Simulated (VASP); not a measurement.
# CdF2 (Fm-3m) in VASP: further runs

The runs below take CdF2 through dielectric tensor, with PBE, r2SCAN.

Program: VASP 6.6.1. These are calculated values, not measurements. Logs are shortened: lines on timing, memory, paths and dates and some standing lists are left out, and cuts for length are marked.

**1. The cell of the first run**

It takes space group Fm-3m (No. 225, cubic). The conventional cell has a = 5.365 Å, b = 5.365 Å, c = 5.365 Å, α = 90.00°, β = 90.00°, γ = 90.00°. Within 3.1 Å of Cd (site symmetry m-3m) lie 8 F at 2.32 Å. F (site symmetry -43m) has 4 Cd at 2.32 Å and 6 F at 2.68 Å within 3.1 Å.

**2. Dielectric tensor, PBE**

INCAR

```
SYSTEM = CdF2
ALGO = Normal ; EDIFF = 1E-8
ENCUT = 520 ; GGA = PE
ISIF = 2 ; ISMEAR = 0
LASPH = .True. ; LCHARG = .False.
LEPSILON = .True. ; LREAL = .False.
LWAVE = .False. ; NELM = 100
PREC = Accurate ; SIGMA = 0.01
```

KPOINTS

```
k-points
0
Gamma
  6 6 6
  0 0 0
```

POSCAR

```
CdF2
1.0
    0.0000000000      2.6825811146      2.6825811146
    2.6825811146      0.0000000000      2.6825811146
    2.6825811146      2.6825811146      0.0000000000
Cd F
1 2
Direct
    0.0000000000      0.0000000000      0.0000000000
    0.2500000000      0.2500000000      0.2500000000
    0.7500000000      0.7500000000      0.7500000000
```

Potentials or basis: VASP PAW PBE potentials, release 64 (Cd, F).

Run with:

```
$ cat potpaw_PBE.64/Cd/POTCAR potpaw_PBE.64/F/POTCAR > POTCAR
$ mpirun -np 1 vasp_std > vasp.out
```

OUTCAR:

```text
SYSTEM = CdF2
   EDIFF = 1E-8
   ENCUT = 520
   GGA = PE
   ISIF = 2
   ISMEAR = 0
   LASPH = .True.
   LEPSILON = .True.
   LREAL = .False.
   NELM = 100
   PREC = Accurate

 ion  position               nearest neighbor table
   1  0.000  0.000  0.000-   3 2.32   3 2.32   3 2.32   2 2.32   3 2.32   2 2.32   2 2.32   2 2.32

   2  0.250  0.250  0.250-   1 2.32   1 2.32   1 2.32   1 2.32
   3  0.750  0.750  0.750-   1 2.32   1 2.32   1 2.32   1 2.32

  LATTYP: Found a face centered cubic cell.
 ALAT       =     5.3651622292

  Lattice vectors:

 A1 = (   0.0000000000,   2.6825811146,   2.6825811146)
 A2 = (   2.6825811146,   0.0000000000,   2.6825811146)
 A3 = (   2.6825811146,   2.6825811146,   0.0000000000)

Analysis of symmetry for initial positions (statically):
=====================================================================
 Subroutine PRICEL returns:
 Original cell was already a primitive cell.

 Routine SETGRP: Setting up the symmetry group for a
 face centered cubic supercell.

 Subroutine GETGRP returns: Found 48 space group operations
 (whereof 48 operations were pure point group operations)
 out of a pool of 48 trial point group operations.

The static configuration has the point symmetry O_h .

Analysis of symmetry for dynamics (positions and initial velocities):
=====================================================================
 Subroutine PRICEL returns:
 Original cell was already a primitive cell.

 Routine SETGRP: Setting up the symmetry group for a
 face centered cubic supercell.

 Subroutine GETGRP returns: Found 48 space group operations
 (whereof 48 operations were pure point group operations)
 out of a pool of 48 trial point group operations.

The dynamic configuration has the point symmetry O_h .

 Subroutine INISYM returns: Found 48 space group operations
 (whereof 48 operations are pure point group operations),
 and found     1 'primitive' translations

----------------------------------------------------------------------------------------

                                     Primitive cell

  volume of cell :      38.6090

  direct lattice vectors                    reciprocal lattice vectors
     0.000000000  2.682581115  2.682581115    -0.186387654  0.186387654  0.186387654
     2.682581115  0.000000000  2.682581115     0.186387654 -0.186387654  0.186387654
     2.682581115  2.682581115  0.000000000     0.186387654  0.186387654 -0.186387654

  length of vectors
     3.793742594  3.793742594  3.793742594     0.322832886  0.322832886  0.322832886

  position of ions in fractional coordinates (direct lattice)
     0.000000000  0.000000000  0.000000000
     0.250000000  0.250000000  0.250000000
     0.750000000  0.750000000  0.750000000

  ion indices of the primitive-cell ions
   primitive index   ion index
                 1           1
                 2           2
                 3           3

----------------------------------------------------------------------------------------

 KPOINTS: k-points

Automatic generation of k-mesh.
 Grid dimensions read from file:
 generate k-points for:    6    6    6

 Generating k-lattice:

  Cartesian coordinates                     Fractional coordinates (reciprocal lattice)
    -0.031064609  0.031064609  0.031064609     0.166666667  0.000000000  0.000000000
     0.031064609 -0.031064609  0.031064609     0.000000000  0.166666667  0.000000000
     0.031064609  0.031064609 -0.031064609     0.000000000  0.000000000  0.166666667

  Length of vectors
     0.053805481  0.053805481  0.053805481
[... 67 lines left out ...]
  Fermi-wavevector in a.u.,A,eV,Ry     =   1.434949  2.711660 28.015460  2.059078
  Thomas-Fermi vector in A             =   2.554301
   LORBIT       =      0    0 simple, 1 ext, 2 COOP (PROOUT), +10 PAW based schemes
   GGA     = PE    functional components
   LHFCALC =     F    Hartree Fock is set to
   AEXX    =    0.0000 exact exchange contribution
   IVDW    =     0    specifies the selected vdW correction
   LEPSILON=     T    determine dielectric tensor
   LRPA    =     F    only Hartree local field effects (RPA)
 non-spin polarized calculation
 Gauss-broadening in eV      SIGMA  =   0.01
  energy-cutoff  :      520.00
  volume of cell :       38.61
 maximum number of plane-waves:      1056
   NGX = 15   NGY = 15   NGZ = 15

--------------------------------------- Ionic step        1  -------------------------------------------

 number of electron      25.9999999 magnetization

 E-fermi :  -1.1455     XC(G=0): -10.4817

 val. band max:       -1.2339415033   @ k =  -0.3333   0.5000   0.1667
 cond. band min:       1.8996080300   @ k =   0.0000   0.0000   0.0000
 fundamental gap:      3.1335495333
 Fermi energy:        -1.1454806741

 k-point     1 :       0.0000    0.0000    0.0000
  band No.  band energies     occupation
      1     -22.0908      2.00000
      2     -20.9507      2.00000
      3      -6.8705      2.00000
      4      -6.8705      2.00000
      5      -6.8705      2.00000
      6      -5.6061      2.00000
[... 297 lines left out ...]
      4      -5.8675      2.00000
      5      -5.8060      2.00000
      6      -5.7452      2.00000
[... 9 lines left out ...]
     16      10.4159      0.00000
     17      11.7089      0.00000

  FORCE on cell =-STRESS in cart. coord.  units (eV):
  Direction    XX          YY          ZZ          XY          YZ          ZX
  --------------------------------------------------------------------------------------
  -------------------------------------------------------------------------------------
  Total        1.8824064      1.8824064      1.8824064     -0.0000000      0.0000000      0.0000000
  in kB       78.1151713     78.1151713     78.1151713     -0.0000000      0.0000000      0.0000000
  external PRESSURE =      78.1151713 kB  Pullay stress =       0.0000000 kB

 VOLUME and BASIS-vectors are now :
 -----------------------------------------------------------------------------
  energy-cutoff  :      520.00
  volume of cell :       38.61
      direct lattice vectors                 reciprocal lattice vectors
     0.000000000  2.682581115  2.682581115    -0.186387654  0.186387654  0.186387654
     2.682581115  0.000000000  2.682581115     0.186387654 -0.186387654  0.186387654
     2.682581115  2.682581115  0.000000000     0.186387654  0.186387654 -0.186387654

 POSITION                                       TOTAL-FORCE (eV/Angst)
 -----------------------------------------------------------------------------------
      0.00000      0.00000      0.00000        -0.000000     -0.000000     -0.000000
      1.34129      1.34129      1.34129         0.000000      0.000000      0.000000
      4.02387      4.02387      4.02387        -0.000000     -0.000000     -0.000000
 -----------------------------------------------------------------------------------
    total drift:                                0.000000      0.000000      0.000000

  FREE ENERGIE OF THE ION-ELECTRON SYSTEM (eV)
  ---------------------------------------------------
  free  energy   TOTEN  =       -10.8366696352 eV

  energy  without entropy=      -10.8366696352  energy(sigma->0) =      -10.83666964

 HEAD OF MICROSCOPIC STATIC DIELECTRIC TENSOR (INDEPENDENT PARTICLE, excluding Hartree and local field effects)
 ------------------------------------------------------
           2.861355     0.000000     0.000000
           0.000000     2.861355     0.000000
          -0.000000     0.000000     2.861355
 ------------------------------------------------------

 Free energy of the ion-electron system (eV)
  ---------------------------------------------------
  ---------------------------------------------------
  free energy    TOTEN  =        -0.20426851 eV

  energy without entropy =       -0.20426851

------------------------ aborting loop because EDIFF is reached ----------------------------------------

--------------------------------------- Ionic step        2  -------------------------------------------

------------------------ aborting loop because EDIFF is reached ----------------------------------------

--------------------------------------- Ionic step        3  -------------------------------------------

 Free energy of the ion-electron system (eV)
  ---------------------------------------------------
  ---------------------------------------------------
  free energy    TOTEN  =        -0.20426855 eV

  energy without entropy =       -0.20426855

------------------------ aborting loop because EDIFF is reached ----------------------------------------

 PIEZOELECTRIC TENSOR FIELD DIRECTION 3  (e Angst)
 -----------------------------------------------------------------------------
    -0.00003  0.00000  0.00000           ( -0.00001  0.00000  0.00000)
     0.00000 -0.00003  0.00000           (  0.00000 -0.00001  0.00000)
     0.00000  0.00000 -0.00050           (  0.00000  0.00000 -0.00002)

 PIEZOELECTRIC TENSOR FIELD DIRECTION 3  (C/m^2)
 -----------------------------------------------------------------------------
    -0.00001  0.00000  0.00000
     0.00000 -0.00001  0.00000
     0.00000  0.00000 -0.00021

 MACROSCOPIC STATIC DIELECTRIC TENSOR (including local field effects in DFT)
 ------------------------------------------------------
           2.800037     0.000000    -0.000000
           0.000000     2.800037    -0.000000
           0.000000     0.000000     2.800037
 ------------------------------------------------------

 PIEZOELECTRIC TENSOR (including local field effects)  for field in x, y, z        (e  Angst)
          XX          YY          ZZ          XY          YZ          ZX
  --------------------------------------------------------------------------------
  x     0.00000     0.00000     0.00000     0.00000     0.00000     0.00000
  y     0.00000     0.00000     0.00000     0.00000     0.00000     0.00000
  z     0.00000     0.00000     0.00000     0.00000     0.00000     0.00000

 PIEZOELECTRIC TENSOR (including local field effects)  for field in x, y, z        (C/m^2)
          XX          YY          ZZ          XY          YZ          ZX
  --------------------------------------------------------------------------------
  x     0.00000     0.00000     0.00000     0.00000     0.00000     0.00000
  y     0.00000     0.00000     0.00000     0.00000     0.00000     0.00000
  z     0.00000     0.00000     0.00000     0.00000     0.00000     0.00000

 BORN EFFECTIVE CHARGES (including local field effects) (in |e|, cummulative output)
 ---------------------------------------------------------------------------------
 ion    1
    1     2.43313     0.00000     0.00000
    2     0.00000     2.43313     0.00000
    3     0.00000     0.00000     2.43313
 ion    2
    1    -1.21656     0.00000     0.00000
    2     0.00000    -1.21656     0.00000
    3     0.00000     0.00000    -1.21656
 ion    3
    1    -1.21656     0.00000     0.00000
    2     0.00000    -1.21656     0.00000
    3     0.00000     0.00000    -1.21656
```

Run time: 1.9 min. Hardware: 1 thread of Intel Xeon Platinum 8259CL at 2.50GHz (Skylake/Cascade Lake), shared host; peak memory 0.2 GiB.

What came out:

| Item | Value |
| --- | --- |
| Band gap on the k mesh | 3.13 eV (least direct gap 3.60 eV) |
| Electronic dielectric tensor (diagonal) | 2.80 |
| Born charges (mean of the diagonal) | Cd +2.43; F -1.22 e |

Electronic dielectric tensor:
```
2.80 0.00 0.00
0.00 2.80 0.00
0.00 0.00 2.80
```

Born effective charge tensors (e):
atom 1, Cd
```
2.43 0.00 0.00
0.00 2.43 0.00
0.00 0.00 2.43
```
atom 2, F
```
-1.22  0.00  0.00
 0.00 -1.22  0.00
 0.00  0.00 -1.22
```
atom 3, F
```
-1.22  0.00  0.00
 0.00 -1.22  0.00
 0.00  0.00 -1.22
```

A k mesh can miss the band edges.

**3. Dielectric tensor, r2SCAN**

INCAR

```
SYSTEM = CdF2
PREC = Accurate
ENCUT = 520
EDIFF = 1E-8
ISMEAR = 0
SIGMA = 0.01
LREAL = .False.
LASPH = .True.
NELM = 80
ALGO = Normal
ISIF = 2
LWAVE = .False.
LCHARG = .False.
METAGGA = R2SCAN
LMIXTAU = .True.
LCALCEPS = .True.
```

KPOINTS

```
regular mesh
0
Gamma
  6 6 6
  0 0 0
```

POSCAR is that of step 2.

Potentials or basis: VASP PAW PBE potentials, release 64 (Cd, F).

Run with:

```
$ cat potpaw_PBE.64/Cd/POTCAR potpaw_PBE.64/F/POTCAR > POTCAR
$ mpirun -np 1 vasp_std > vasp.out
```

OUTCAR:

```text
SYSTEM = CdF2
   PREC = Accurate
   ENCUT = 520
   EDIFF = 1E-8
   ISMEAR = 0
   LREAL = .False.
   LASPH = .True.
   NELM = 80
   ISIF = 2
   METAGGA = R2SCAN

 ion  position               nearest neighbor table
   1  0.000  0.000  0.000-   3 2.32   3 2.32   3 2.32   2 2.32   3 2.32   2 2.32   2 2.32   2 2.32

   2  0.250  0.250  0.250-   1 2.32   1 2.32   1 2.32   1 2.32
   3  0.750  0.750  0.750-   1 2.32   1 2.32   1 2.32   1 2.32

  LATTYP: Found a face centered cubic cell.
 ALAT       =     5.3651622292

  Lattice vectors:

 A1 = (   0.0000000000,   2.6825811146,   2.6825811146)
 A2 = (   2.6825811146,   0.0000000000,   2.6825811146)
 A3 = (   2.6825811146,   2.6825811146,   0.0000000000)

Analysis of symmetry for initial positions (statically):
=====================================================================
 Subroutine PRICEL returns:
 Original cell was already a primitive cell.

 Routine SETGRP: Setting up the symmetry group for a
 face centered cubic supercell.

[... 674 lines left out ...]
  x     0.00000     0.00000     0.00000     0.00000     0.00000     0.00000
  y     0.00000     0.00000     0.00000     0.00000     0.00000     0.00000
  z     0.00000     0.00000     0.00000     0.00000     0.00000     0.00000

 BORN EFFECTIVE CHARGES (including local field effects) (in |e|, cummulative output)
 ---------------------------------------------------------------------------------
 ion    1
    1     2.40528     0.00000     0.00000
    2     0.00000     2.40528     0.00000
    3     0.00000     0.00000     2.40528
 ion    2
    1    -1.20264     0.00000    -0.00000
    2    -0.00000    -1.20264     0.00000
    3    -0.00000    -0.00000    -1.20264
 ion    3
    1    -1.20264     0.00000    -0.00000
    2     0.00000    -1.20264    -0.00000
    3     0.00000     0.00000    -1.20264

  FORCE on cell =-STRESS in cart. coord.  units (eV):
  Direction    XX          YY          ZZ          XY          YZ          ZX
  --------------------------------------------------------------------------------------
  -------------------------------------------------------------------------------------
  Total        0.6214453      0.6214453      0.6214453      0.0000000      0.0000000     -0.0000000
  in kB       25.7884288     25.7884288     25.7884288      0.0000000      0.0000000     -0.0000000
  external PRESSURE =      25.7884288 kB  Pullay stress =       0.0000000 kB

 VOLUME and BASIS-vectors are now :
 -----------------------------------------------------------------------------
  energy-cutoff  :      520.00
  volume of cell :       38.61
      direct lattice vectors                 reciprocal lattice vectors
     0.000000000  2.682581115  2.682581115    -0.186387654  0.186387654  0.186387654
     2.682581115  0.000000000  2.682581115     0.186387654 -0.186387654  0.186387654
     2.682581115  2.682581115  0.000000000     0.186387654  0.186387654 -0.186387654

 POSITION                                       TOTAL-FORCE (eV/Angst)
 -----------------------------------------------------------------------------------
      0.00000      0.00000      0.00000         0.000000      0.000000      0.000000
      1.34129      1.34129      1.34129        -0.000000      0.000000     -0.000000
      4.02387      4.02387      4.02387         0.000000     -0.000000      0.000000
 -----------------------------------------------------------------------------------
    total drift:                                0.000000      0.000000      0.000000

  FREE ENERGIE OF THE ION-ELECTRON SYSTEM (eV)
  ---------------------------------------------------
  free  energy   TOTEN  =       -33.7127175681 eV

  energy  without entropy=      -33.7127175681  energy(sigma->0) =      -33.71271757
```

OSZICAR:

```text
N       E                     dE             d eps       ncg     rms          rms(c)
DAV:   1     0.177714952684E+03    0.17771E+03   -0.16215E+04   568   0.159E+03
DAV:   2    -0.337748249092E+02   -0.21149E+03   -0.20494E+03   592   0.395E+02
[... 13 lines left out ...]
DMP:   6    -0.337127172620E+02   -0.34195E-06   -0.27608E-06  1156   0.707E-06  -0.314E-07
DMP:   7    -0.337127173836E+02   -0.12156E-06   -0.16757E-06  1156   0.461E-06  -0.818E-07
DMP:   8    -0.337127174745E+02   -0.90901E-07   -0.10416E-06  1156   0.241E-06   0.372E-07
DMP:   9    -0.337127175319E+02   -0.57483E-07   -0.51385E-07  1156   0.114E-06   0.276E-07
DMP:  10    -0.337127175584E+02   -0.26411E-07   -0.22342E-07  1156   0.539E-07   0.374E-08
DMP:  11    -0.337127175681E+02   -0.97853E-08   -0.97142E-08  1156   0.279E-07  -0.699E-08
   1 F= -.33712718E+02 E0= -.33712718E+02  d E =-.204710E-25
```

stdout:

```text
POSCAR found type information on POSCAR CdF
 POSCAR found :  2 types and       3 ions
 scaLAPACK will be used
 -----------------------------------------------------------------------------
|                                                                             |
[... 86 lines left out ...]
dp_tot=(  0.524E-06  0.587E-06  0.338E-02 )  diag[e(oo)]=(    ---      ---    2.58205 )
 p_tot=(  0.146E-06  0.148E-06  0.340E-02 )
dp_tot=(  0.528E-06  0.592E-06  0.340E-02 )  diag[e(oo)]=(    ---      ---    2.59385 )
 p_tot=(  0.150E-06  0.152E-06  0.341E-02 )
dp_tot=(  0.532E-06  0.597E-06  0.341E-02 )  diag[e(oo)]=(    ---      ---    2.59814 )
 final diagonalization full
 p_tot=(  0.151E-06  0.153E-06  0.341E-02 )
dp_tot=(  0.533E-06  0.598E-06  0.341E-02 )  diag[e(oo)]=(    ---      ---    2.59637 )
```

Run time: 27 min. Hardware: 1 thread of Intel Xeon Platinum 8259CL at 2.50GHz (Skylake/Cascade Lake), shared host; peak memory 0.33 GiB.

Results:

```yaml
Band_gap_on_the_k_mesh: 3.82 eV (least direct gap 4.28 eV)
Electronic_dielectric_tensor_diagonal: 2.60
Born_charges_mean_of_the_diagonal: Cd +2.41; F -1.20 e
```

Electronic dielectric tensor:
```
2.60 0.00 0.00
0.00 2.60 0.00
0.00 0.00 2.60
```

Born effective charge tensors (e):
atom 1, Cd
```
2.41 0.00 0.00
0.00 2.41 0.00
0.00 0.00 2.41
```
atom 2, F
```
-1.20  0.00  0.00
 0.00 -1.20  0.00
 0.00  0.00 -1.20
```
atom 3, F
```
-1.20  0.00  0.00
 0.00 -1.20  0.00
 0.00  0.00 -1.20
```

Dipole moments of the cell (e·Å, modulo the quantum): ionic 0.000, 0.000, 0.000; electronic 0.000, 0.000, 0.003

Caveat: the PAW data sets were made with another functional, which shifts forces and pressure a little. r2SCAN opens gaps a little over a GGA but as a rule still falls short of measured ones.

The gap in the log of VASP goes by the Fermi energy; the results here count the filled bands.